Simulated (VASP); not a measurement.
Sb: relaxation of cell and atoms with PBE

Sb:

```
CELL_PARAMETERS angstrom
3.61847 0.00000 0.00000
-1.80923 3.13369 0.00000
0.00000 0.00000 6.02064
ATOMIC_POSITIONS crystal
Sb 0.00000 0.00000 0.20599
Sb 0.00000 0.00000 0.79401
```

- Program: VASP 6.6.1
- Task: relaxation of cell and atoms
- Functional: PBE
- Potentials or basis: VASP PAW PBE potentials, release 64 (Sb)
- Cutoff: 600 eV
- k mesh: 6 × 6 × 4
- Occupations: gaussian, width 0.1 eV
- Spin: no spin polarisation
- Dipole correction: no
- Further INCAR settings: ALGO = Normal; EDIFF = 1e-07; IBRION = 2; EDIFFG = -0.04; NSW = 90; ISIF = 3

- Relaxed volume: 30.64 Å³/atom
- Relaxed cell: a = 3.303 Å, b = 3.303 Å, c = 6.485 Å, α = 90.00°, β = 90.00°, γ = 120.00°
- Space group after relaxing (to 0.05 Å): P6/mmm (No. 191)
- Energy gained by relaxing: 544.8 meV/atom
- Ionic steps: 9
- Pressure after relaxing: 0.0 GPa
- Largest force after relaxing: 0.008 eV/Å
- Band gap on the k mesh: zero (band 5 reaches 11.50 eV, above the bottom of band 6 at 4.42 eV)

Forces in eV/Å, atoms in the order of the input:
```
Sb   0.000  0.000 -0.008
Sb   0.000  0.000  0.008
```

The path:
```csv
step,energy change (eV),largest force (eV/Å),pressure (GPa),volume (Å³)
1,0.0000,4.1256,3.99,68.27
2,-0.3042,0.2866,-5.42,74.53
3,-0.8614,0.5797,-5.84,71.45
4,-0.8690,0.4396,-5.57,71.23
5,-0.8697,0.3345,-5.37,71.09
6,-1.0680,0.3085,-0.37,61.45
7,-1.0727,0.3154,-1.29,62.58
8,-1.0822,0.2527,1.00,60.47
9,-1.0895,0.0076,0.03,61.28
```

Final structure:
```cif
data_structure
_symmetry_space_group_name_H-M 'P 1'
_symmetry_Int_Tables_number 1
_cell_length_a 3.3031
_cell_length_b 3.3031
_cell_length_c 6.4853
_cell_angle_alpha 90.000
_cell_angle_beta 90.000
_cell_angle_gamma 120.000
_cell_volume 61.28
loop_
_atom_site_label
_atom_site_type_symbol
_atom_site_fract_x
_atom_site_fract_y
_atom_site_fract_z
_atom_site_occupancy
Sb1 Sb 0.00000 0.00000 0.22157 1
Sb2 Sb 0.00000 0.00000 0.77843 1
```

Levels at points of the mesh, in eV from the Fermi level:
| k point | band 1 | band 2 | band 3 | band 4 | band 5 | band 6 | band 7 | band 8 | band 9 |
| --- | --- | --- | --- | --- | --- | --- | --- | --- | --- |
| (0.00, 0.00, 0.00) | -12.66 | -10.37 | -5.47 | 2.38 | 4.07 | 4.07 | 5.90 | 5.95 | 5.95 |
| (0.50, 0.00, 0.00) | -9.53 | -7.01 | -5.63 | -3.75 | -2.76 | 1.17 | 2.38 | 3.00 | 5.06 |
| (0.00, 0.00, 0.50) | -12.36 | -11.08 | -3.24 | -1.52 | 4.36 | 4.36 | 5.46 | 5.46 | 8.66 |
| (0.50, 0.00, 0.50) | -9.26 | -7.79 | -5.30 | -4.35 | -0.56 | 1.47 | 1.58 | 2.49 | 4.73 |

Wall time 70 s on 1 thread of Intel(R) Xeon(R) 6975P-C (Granite Rapids), with other jobs on the host, peak memory 0.21 GiB.

Caveat: spin-orbit coupling is left out, which moves the levels of the heavy elements.
